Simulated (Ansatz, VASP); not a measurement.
**Two plane-wave programs on Mo**

File INCAR:

```
ALGO = Fast ; EDIFF = 1E-6
ENCUT = 520 ; GGA = PE
ISIF = 2 ; ISMEAR = 0
LASPH = True ; LCHARG = False
LREAL = False ; LWAVE = False
NBANDS = 13 ; NELM = 100
PREC = Accurate ; SIGMA = 0.15
```

Contents of KPOINTS:

```
k-points
0
Gamma
  21 21 18
```

The input POSCAR:

```
Mo
1.0
    3.0090614369      0.0000000000      0.0000000000
   -1.5045307185      2.1321193467      0.0000000000
    0.0000000000      0.0000000000      2.5551807000
Mo
1
Direct
    0.0000000000      0.0000000000      0.5000000000
```

Input for Ansatz:

```yaml
crystal:
  lattice:
    - [3.0090614369, 0.0, 0.0]
    - [-1.5045307185, 2.1321193467, 0.0]
    - [0.0, 0.0, 2.5551807]
  atoms:
    - { symbol: Mo, position: [0.0, 0.0, 0.5] }
basis:
  ecutwfc: 420
kpoints:
  mp_grid: { grid: [21, 21, 18] }
hamiltonian:
  xc: pbe
scf:
  occupations: { method: gaussian, width: 0.15 }
output:
  forces: true
  stress: true
  eigenvalues: true
```

Change from the starting cell: strain +0.1000 x Voigt [1, -1, 0, 0, 0, 0], atoms carried along.

Alike in both runs: task single point; functional PBE; k mesh 21 × 21 × 18; occupations gaussian, width 0.15 eV; no spin polarisation.

|  | VASP | Ansatz |
| --- | --- | --- |
| version | VASP 6.6.1 | Ansatz 0.2.0 |
| potentials or method | VASP PAW PBE potentials, release 64 (Mo_sv), cutoff 520 eV | scalar-relativistic, plane waves, PAW |
| valence electrons in the cell | 14 | 14 |

VASP gave:

- gap on the k mesh at the Fermi level (eV): none
- pressure (GPa): 8.7
- traceless stress, the component that is largest in VASP (GPa): 6.93

Task: Which values does Ansatz return?

Result: gap on the k mesh at the Fermi level (eV): none; pressure (GPa): 8.1; traceless stress, the component that is largest in VASP (GPa): 6.92.

A gap of «none» marks a metal or a gap that the smearing closes. The functional is the same, so the differences come from potentials, cutoffs and numerics.
